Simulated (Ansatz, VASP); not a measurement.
# Two plane-wave programs on InSe2

```
CELL_PARAMETERS angstrom
3.90184 0.00000 0.00000
0.00000 3.90184 0.00000
0.00000 0.00000 9.72645
ATOMIC_POSITIONS crystal
In 0.00000 0.50000 0.69626
In 0.50000 0.00000 0.30374
Se 0.00000 0.50000 0.36606
Se 0.50000 0.00000 0.63394
Se 0.00000 0.00000 0.00000
Se 0.50000 0.50000 0.00000
```

Alike in both runs: functional PBE; k mesh 4 × 4 × 2; occupations gaussian, width 0.1 eV; no spin polarisation.

Ansatz relaxed the structure, and its values are those at the end. VASP's run is a single point on that final structure, the one shown.

```csv
,VASP,Ansatz
version,VASP 6.6.1,Ansatz 0.2.0
potentials or method,"VASP PAW PBE potentials, release 64 (In_d, Se), cutoff 520 eV","scalar-relativistic, plane waves, PAW"
valence electrons in the cell,50,90
```

|  | VASP | Ansatz | Ansatz less VASP |
| --- | --- | --- | --- |
| gap on the k mesh at the Fermi level (eV) | none | none | - |
| pressure (GPa) | 0.0 | 0.0 | -0.02 |

A gap of «none» marks a metal or a gap that the smearing closes. VASP's potentials hold 50 valence electrons a cell and Ansatz's 90, so a difference there can come from the potentials and not from the codes.

The k mesh is coarse, so the values compare programs but aren't converged.
